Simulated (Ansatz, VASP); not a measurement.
## InFeNi: VASP beside Ansatz

The input INCAR:

```
  PREC = Accurate
  ENCUT = 520
  EDIFF = 1E-7
  ISMEAR = -1
  SIGMA = 0.05
  LREAL = False
  LASPH = True
  NELM = 150
  ALGO = Normal
  ISIF = 2
  LWAVE = False
  LCHARG = True
  ISPIN = 2
  MAGMOM = 0 0 1 1 3 3
  LORBIT = 11
  LMAXMIX = 4
  GGA = PE
  LELF = True
  LVHAR = True
  NBANDS = 44
```

KPOINTS

```
Automatic mesh
0
Gamma
  7 7 5
```

The input POSCAR:

```
InFeNi
1.0
    4.4611546634      0.0000000000      0.0000000000
   -2.2305773317      3.8634732687      0.0000000000
    0.0000000000      0.0000000000      5.3710542296
In Ni Fe
2 2 2
Direct
    0.6666666667      0.3333333333      0.7500000000
    0.3333333333      0.6666666667      0.2500000000
    0.6666666667      0.3333333333      0.2500000000
    0.3333333333      0.6666666667      0.7500000000
    0.0000000000      0.0000000000      0.5000000000
    0.0000000000      0.0000000000      0.0000000000
```

input.yaml

```yaml
crystal:
  lattice:
    - [4.4611546634, 0.0, 0.0]
    - [-2.2305773317, 3.8634732687, 0.0]
    - [0.0, 0.0, 5.3710542296]
  atoms:
    - { symbol: In, position: [0.6666666667, 0.3333333333, 0.75] }
    - { symbol: In, position: [0.3333333333, 0.6666666667, 0.25] }
    - { symbol: Ni, position: [0.6666666667, 0.3333333333, 0.25], spin: 1.0 }
    - { symbol: Ni, position: [0.3333333333, 0.6666666667, 0.75], spin: 1.0 }
    - { symbol: Fe, position: [0.0, 0.0, 0.5], spin: 3.0 }
    - { symbol: Fe, position: [0.0, 0.0, 0.0], spin: 3.0 }
hamiltonian:
  xc: pbe
  pseudopotentials: { kind: paw }
magnetization:
  spin_polarized: true
kpoints:
  mp_grid: { grid: [7, 7, 5] }
scf:
  occupations: { method: fermi_dirac, width: 0.05 }
output:
  forces: true
  stress: true
  eigenvalues: true
```

Alike in both runs: task single point; functional PBE; k mesh 7 × 7 × 5; occupations fermi-dirac, width 0.05 eV; collinear spin.

```csv
,VASP,Ansatz
version,VASP 6.6.1,Ansatz 0.2.0
potentials or method,"VASP PAW PBE potentials, release 64 (In_d, Ni, Fe)",Ansatz PAW
plane-wave cutoff (eV),520,420
valence electrons in the cell,62,94
```

Ansatz gave:

* gap on the k mesh at the Fermi level (eV): none
* pressure (GPa): -5.4
* traceless stress, the component that is largest in VASP (GPa): -0.33
* net moment per atom (μB): 1.02
* size of the moment on the site where the two differ most (μB): 0.03

Question: Which values does VASP return?

Answer: gap on the k mesh at the Fermi level (eV): none; pressure (GPa): -5.4; traceless stress, the component that is largest in VASP (GPa): -0.40; net moment per atom (μB): 1.02; size of the moment on the site where the two differ most (μB): 0.06.

Site moments also hang on the region over which each program counts them. A gap of «none» marks a metal or a gap that the smearing closes. VASP's potentials hold 62 valence electrons a cell and Ansatz's 94, so a difference there can come from the potentials and not from the codes.
